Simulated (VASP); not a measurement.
# Si (P6_3/mmc) in VASP: single point with PBE

Aim: the single point of Si with PBE.

Everything below comes from runs of VASP 6.6.1. Logs are shortened: lines on timing, memory, paths and dates and some standing lists are left out, and cuts for length are marked.

## (1) The cell of the first run

The structure is hexagonal, space group P6_3/mmc (No. 194). The conventional cell has a = 3.517 Å, b = 3.517 Å, c = 3.059 Å, α = 90.00°, β = 90.00°, γ = 120.00°. Within 3.6 Å of Si (site symmetry -6m2) lie 14 Si at 2.54 to 3.52 Å.

This isn't the form of Si at room conditions, which is diamond.

## (2) Single point, PBE

Contents of POSCAR:

```
Si
1.0
    7.0344527699      0.0000000000      0.0000000000
   -3.5172263849      6.0920148004      0.0000000000
    0.0000000000      0.0000000000      3.0587184585
Si
8
Direct
    0.6666666667      0.3333333333      0.2500000000
    0.3333333333      0.6666666667      0.7500000000
    0.1666729748      0.3333332949      0.2500000000
    0.8333396799      0.1666729748      0.7500000000
    0.6666667051      0.8333396799      0.2500000000
    0.8333270252      0.6666667051      0.7500000000
    0.1666603201      0.8333270252      0.2500000000
    0.3333332949      0.1666603201      0.7500000000
```

Contents of INCAR.step1:

```
SYSTEM = Si
  PREC = Accurate
  ENCUT = 520
  EDIFF = 1E-6
  ISMEAR = 0
  SIGMA = 0.1
  LREAL = .False.
  LASPH = .True.
  NELM = 60
  ALGO = Normal
  ISIF = 2
  LWAVE = .False.
  LCHARG = .True.
  GGA = PE
  NBANDS = 26
```

Contents of KPOINTS.step1:

```
Automatic mesh
0
Gamma
  6 6 12
  0 0 0
```

Contents of INCAR.step2:

```
SYSTEM = Si
  PREC = Accurate
  ENCUT = 520
  EDIFF = 1E-6
  ISMEAR = -5
  SIGMA = 0.1
  LREAL = .False.
  LASPH = .True.
  NELM = 60
  ALGO = Normal
  ISIF = 2
  LWAVE = .False.
  LCHARG = .False.
  GGA = PE
  LORBIT = 10
  NEDOS = 2001
  ICHARG = 11
```

Contents of KPOINTS.step2:

```
Automatic mesh
0
Gamma
  9 9 18
  0 0 0
```

Potentials or basis: VASP PAW PBE potentials, release 64 (Si).

Command:

```console
$ cat potpaw_PBE.64/Si/POTCAR > POTCAR
$ cp INCAR.step1 INCAR
$ cp KPOINTS.step1 KPOINTS
$ mpirun -np 1 vasp_std > vasp.out
$ cp INCAR.step2 INCAR
$ cp KPOINTS.step2 KPOINTS
$ mpirun -np 1 vasp_std > vasp.out
```

OUTCAR:

```text
SYSTEM = Si
   PREC = Accurate
   ENCUT = 520
   EDIFF = 1E-6
   ISMEAR = -5
   LREAL = .False.
   LASPH = .True.
   NELM = 60
   ISIF = 2
   GGA = PE
   LORBIT = 10
   ICHARG = 11

 ion  position               nearest neighbor table
   1  0.667  0.333  0.250-   4 2.54   4 2.54   6 2.54   6 2.54   8 2.54   8 2.54
   2  0.333  0.667  0.750-   7 2.54   7 2.54   3 2.54   3 2.54   5 2.54   5 2.54
   3  0.167  0.333  0.250-   8 2.54   8 2.54   4 2.54   4 2.54   2 2.54   2 2.54
   4  0.833  0.167  0.750-   5 2.54   5 2.54   3 2.54   3 2.54   1 2.54   1 2.54
   5  0.667  0.833  0.250-   4 2.54   4 2.54   6 2.54   6 2.54   2 2.54   2 2.54
   6  0.833  0.667  0.750-   5 2.54   5 2.54   7 2.54   7 2.54   1 2.54   1 2.54
   7  0.167  0.833  0.250-   8 2.54   8 2.54   6 2.54   6 2.54   2 2.54   2 2.54
   8  0.333  0.167  0.750-   7 2.54   7 2.54   3 2.54   3 2.54   1 2.54   1 2.54

  LATTYP: Found a hexagonal cell.
 ALAT       =     7.0344527699
 C/A-ratio  =     0.4348196738

  Lattice vectors:

 A1 = (   7.0344527699,   0.0000000000,   0.0000000000)
 A2 = (  -3.5172263849,   6.0920148004,   0.0000000000)
 A3 = (   0.0000000000,   0.0000000000,   3.0587184585)

Analysis of symmetry for initial positions (statically):
=====================================================================
 Subroutine PRICEL returns:
 Original cell was already a primitive cell.

 Routine SETGRP: Setting up the symmetry group for a
 hexagonal supercell.

 Subroutine GETGRP returns: Found 12 space group operations
 (whereof  6 operations were pure point group operations)
 out of a pool of 24 trial point group operations.

The static configuration has the point symmetry S_6 .
 The point group associated with its full space group is C_6h.

Analysis of symmetry for dynamics (positions and initial velocities):
=====================================================================
 Subroutine PRICEL returns:
 Original cell was already a primitive cell.

 Routine SETGRP: Setting up the symmetry group for a
 hexagonal supercell.

 Subroutine GETGRP returns: Found 12 space group operations
 (whereof  6 operations were pure point group operations)
 out of a pool of 24 trial point group operations.

The dynamic configuration has the point symmetry S_6 .
 The point group associated with its full space group is C_6h.

 Subroutine INISYM returns: Found 12 space group operations
 (whereof  6 operations are pure point group operations),
 and found     1 'primitive' translations

----------------------------------------------------------------------------------------

                                     Primitive cell

  volume of cell :     131.0783

  direct lattice vectors                    reciprocal lattice vectors
     7.034452770  0.000000000  0.000000000     0.142157469  0.082074653  0.000000000
    -3.517226385  6.092014800  0.000000000     0.000000000  0.164149306  0.000000000
     0.000000000  0.000000000  3.058718459     0.000000000  0.000000000  0.326934307

  length of vectors
     7.034452770  7.034452770  3.058718459     0.164149306  0.164149306  0.326934307

  position of ions in fractional coordinates (direct lattice)
     0.666666667  0.333333333  0.250000000
     0.333333333  0.666666667  0.750000000
     0.166672975  0.333333295  0.250000000
     0.833339680  0.166672975  0.750000000
     0.666666705  0.833339680  0.250000000
     0.833327025  0.666666705  0.750000000
     0.166660320  0.833327025  0.250000000
     0.333333295  0.166660320  0.750000000

  ion indices of the primitive-cell ions
   primitive index   ion index
                 1           1
                 2           2
                 3           3
                 4           4
                 5           5
                 6           6
                 7           7
                 8           8

----------------------------------------------------------------------------------------

 KPOINTS: Automatic mesh

Automatic generation of k-mesh.
 Grid dimensions read from file:
 generate k-points for:    9    9   18

 Generating k-lattice:

  Cartesian coordinates                     Fractional coordinates (reciprocal lattice)
     0.015795274  0.009119406  0.000000000     0.111111111  0.000000000  0.000000000
     0.000000000  0.018238812  0.000000000     0.000000000  0.111111111  0.000000000
     0.000000000  0.000000000  0.018163017     0.000000000  0.000000000  0.055555556

  Length of vectors
     0.018238812  0.018238812  0.018163017

  Shift w.r.t. Gamma in fractional coordinates (k-lattice)
     0.000000000  0.000000000  0.000000000

 TETIRR: Found   2565 inequivalent tetrahedra from     8748

 Subroutine IBZKPT returns following result:
 ===========================================

 Found    150 irreducible k-points:

 Following reciprocal coordinates:
            Coordinates               Weight
  0.000000  0.000000  0.000000      1.000000
  0.111111  0.000000  0.000000      6.000000
  0.222222 -0.000000  0.000000      6.000000
  0.333333  0.000000  0.000000      6.000000
  0.444444 -0.000000  0.000000      6.000000
  0.111111  0.111111  0.000000      6.000000
[... 16 lines left out ...]
 -0.222222  0.333333 -0.055556     12.000000
  0.333333  0.111111  0.055556     12.000000
 [... further k-points ...]
   k-points           NKPTS =    150   k-points in BZ     NKDIM =    150   number of bands    NBANDS=     21
   number of dos      NEDOS =   2001   number of ions     NIONS =      8
   total plane-waves  NPLWV =  69984
   dimension x,y,z NGX =    54 NGY =   54 NGZ =   24
   dimension x,y,z NGXF=   108 NGYF=  108 NGZF=   48
   ions per type =               8
   NGX,Y,Z   is equivalent  to a cutoff of  12.76, 12.76, 13.04 a.u.
   NGXF,Y,Z  is equivalent  to a cutoff of  25.52, 25.52, 26.09 a.u.
 SYSTEM =  Si
   PREC   = accura    normal or accurate (medium, high low for compatibility)
   ISTART =      0    job   : 0-new  1-cont  2-samecut
   ICHARG =     11    charge: 1-file 2-atom 10-const
   ISPIN  =      1    spin polarized calculation?
   LNONCOLLINEAR =      F non collinear calculations
   LSORBIT =      F    spin-orbit coupling
   LASPH  =      T    aspherical Exc in radial PAW
   ENCUT  =  520.0 eV  38.22 Ry    6.18 a.u.  13.08 13.08  5.69*2*pi/ulx,y,z
   NELM   =     60;   NELMIN=  2; NELMDL=  0     # of ELM steps
   EDIFF  = 0.1E-05   stopping-criterion for ELM
   LREAL  =      F    real-space projection
   EDIFFG = 0.1E-04   stopping-criterion for IOM
   NSW    =      0    number of steps for IOM
   IBRION =     -1    ionic relax: 0-MD 1-quasi-New 2-CG
   NFREE  =      0    steps in history (QN), initial steepest desc. (CG)
   ISIF   =      2    stress and relaxation
   ISYM   =      2    0-nonsym 1-usesym 2-fastsym
   POTIM  = 0.5000    time-step for ionic-motion
   TEBEG  =    0.0;   TEEND  =   0.0 temperature during run
   PSTRESS=    0.0 pullay stress
   NELECT =      32.0000    total number of electrons
   NUPDOWN=      -1.0000    fix difference up-down
   EMIN   =  10.00;   EMAX   =-10.00  energy-range for DOS
   EFERMI =   0.00;   METHOD = LEGACY
   ISMEAR =    -5;   SIGMA  =   0.10  broadening in eV -4-tet -1-fermi 0-gaus
   EFERMI_NEDOS =   21; number of points for ismear=-14 and -15
   IALGO  =     38    algorithm
   IMIX   =      4    mixing-type and parameters
     AMIX     =   0.40;   BMIX     =  1.00
     AMIX_MAG =   1.60;   BMIX_MAG =  1.00
  volume/ion in A,a.u.               =      16.38       110.57
  Fermi-wavevector in a.u.,A,eV,Ry     =   1.023170  1.933511 14.243631  1.046877
  Thomas-Fermi vector in A             =   2.156889
   LORBIT       =     10    0 simple, 1 ext, 2 COOP (PROOUT), +10 PAW based schemes
   GGA     = PE    functional components
   LHFCALC =     F    Hartree Fock is set to
   AEXX    =    0.0000 exact exchange contribution
   IVDW    =     0    specifies the selected vdW correction
   LEPSILON=     F    determine dielectric tensor
   LRPA    =     F    only Hartree local field effects (RPA)
 non-spin polarized calculation
 Fermi weights with tetrahedron method with Bloechl corrections
  energy-cutoff  :      520.00
  volume of cell :      131.08
 maximum number of plane-waves:      3581
 NGX is ok and might be reduce to    54

 number of electron      32.0000000 magnetization

 Free energy of the ion-electron system (eV)
  ---------------------------------------------------
  ext. energy  EPLUGINS =         0.00000000
  ---------------------------------------------------
  free energy    TOTEN  =       -40.10839988 eV

  energy without entropy =      -40.10839988  energy(sigma->0) =      -40.10839988

 E-fermi :   8.2957     XC(G=0): -10.5289

 val. band max:        8.4613455569   @ k =   0.0000   0.0000   0.2222
 cond. band min:       8.1591512126   @ k =   0.2222  -0.0000   0.5000
 fundamental gap:     -0.3021943443
 Fermi energy:         8.2956613442

 k-point     1 :       0.0000    0.0000    0.0000
  band No.  band energies     occupation
      1      -5.0951      2.00000
      2      -2.1544      2.00000
      3      -2.1544      2.00000
      4      -2.1543      2.00000
      5      -0.3999      2.00000
      6      -0.3999      2.00000
[... 13 lines left out ...]
     20      11.0425      0.00000
     21      11.3059      0.00000
[... 529 lines left out ...]
 k-point    24 :       0.3333    0.1111    0.0556
  band No.  band energies     occupation
      1      -4.4581      2.00000
      2      -3.6624      2.00000
      3      -2.8932      2.00000
      4      -1.8560      2.00000
      5       0.0339      2.00000
      6       1.2173      2.00000
[... 13 lines left out ...]
     20      12.4355      0.00000
     21      12.6117      0.00000

 [... further k-points ...]

------------------------ aborting loop because EDIFF is reached ----------------------------------------

  FORCE on cell =-STRESS in cart. coord.  units (eV):
  Direction    XX          YY          ZZ          XY          YZ          ZX
  --------------------------------------------------------------------------------------
  -------------------------------------------------------------------------------------
  Total        0.3795552      0.3795552     -1.3183485      0.0000000      0.0000000      0.0000000
  in kB        4.6393245      4.6393245    -16.1142482      0.0000004      0.0000000      0.0000000
  external PRESSURE =      -2.2785331 kB  Pullay stress =       0.0000000 kB

 VOLUME and BASIS-vectors are now :
 -----------------------------------------------------------------------------
  energy-cutoff  :      520.00
  volume of cell :      131.08
      direct lattice vectors                 reciprocal lattice vectors
     7.034452770  0.000000000  0.000000000     0.142157469  0.082074653  0.000000000
    -3.517226385  6.092014800  0.000000000     0.000000000  0.164149306  0.000000000
     0.000000000  0.000000000  3.058718459     0.000000000  0.000000000  0.326934307

 POSITION                                       TOTAL-FORCE (eV/Angst)
 -----------------------------------------------------------------------------------
      3.51723      2.03067      0.76468         0.000000     -0.000000     -0.000000
     -0.00000      4.06134      2.29404         0.000000      0.000000      0.000000
      0.00004      2.03067      0.76468         0.000290     -0.002796      0.000000
      5.27586      1.01537      2.29404         0.002566     -0.001147      0.000000
      1.75859      5.07672      0.76468         0.002277      0.001649     -0.000000
      3.51718      4.06134      2.29404        -0.000290      0.002796     -0.000000
     -1.75864      5.07664      0.76468        -0.002566      0.001147     -0.000000
      1.75864      1.01530      2.29404        -0.002277     -0.001649      0.000000
 -----------------------------------------------------------------------------------
    total drift:                               -0.000000     -0.000000     -0.000000

  FREE ENERGIE OF THE ION-ELECTRON SYSTEM (eV)
  ---------------------------------------------------
  free  energy   TOTEN  =       -40.1083998837 eV

  energy  without entropy=      -40.1083998837  energy(sigma->0) =      -40.10839988

 total charge

# of ion       s       p       d       tot
------------------------------------------
    1        0.807   0.785   0.000   1.592
    2        0.807   0.785   0.000   1.592
    3        0.807   0.786   0.000   1.593
    4        0.807   0.786   0.000   1.593
    5        0.807   0.786   0.000   1.593
    6        0.807   0.786   0.000   1.593
    7        0.807   0.786   0.000   1.593
    8        0.807   0.786   0.000   1.593
--------------------------------------------------
tot          6.458   6.284   0.000  12.742
```

Run time: 3.1 min. Hardware: 1 thread of AMD EPYC 9R45 (Zen 5), shared host; peak memory 0.4 GiB.

What came out:

```yaml
Valence_electrons_inside_the_program's_atomic_spheres: Si 1.59
```

Caveat: the highest band is partly filled, so the run has too few bands.
